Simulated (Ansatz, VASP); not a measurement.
## Two plane-wave programs on BiAs

```
Bi As
1.0
     2.13308   -6.10675    0.00000
     2.13308    6.10675    0.00000
     0.00000    0.00000    4.31912
Bi As
2 2
Cartesian
  2.1331 -1.6811 1.0798
  2.1331 1.6811 3.2393
  2.1331 -4.4510 1.0798
  2.1331 4.4510 3.2393
```

Alike in both runs: functional PBE; k mesh 4 × 4 × 4; occupations gaussian, width 0.1 eV; no spin polarisation.

Ansatz relaxed the structure, and its values are those at the end. VASP's run is a single point on that final structure, the one shown.

|  | VASP | Ansatz |
| --- | --- | --- |
| version | VASP 6.6.1 | Ansatz 0.2.0 |
| potentials or method | VASP PAW PBE potentials, release 64 (Bi_d, As), cutoff 520 eV | scalar-relativistic, plane waves, PAW |
| valence electrons in the cell | 40 | 60 |

Ansatz gave:

| Item | Value |
| --- | --- |
| gap on the k mesh at the Fermi level (eV) | none |
| pressure (GPa) | 0.1 |
| rms of the force components (eV/Å) | 0.007 |

Q: Which values does VASP return?

A: gap on the k mesh at the Fermi level (eV): none; pressure (GPa): 0.1; rms of the force components (eV/Å): 0.015.

A gap of «none» marks a metal or a gap that the smearing closes. With one functional, cell and mesh, what is left measures potentials, basis and numerics. VASP's potentials hold 40 valence electrons a cell and Ansatz's 60, so a difference there can come from the potentials and not from the codes.

The k mesh is coarse, so the values compare programs but aren't converged. Neither program's run includes spin-orbit coupling.
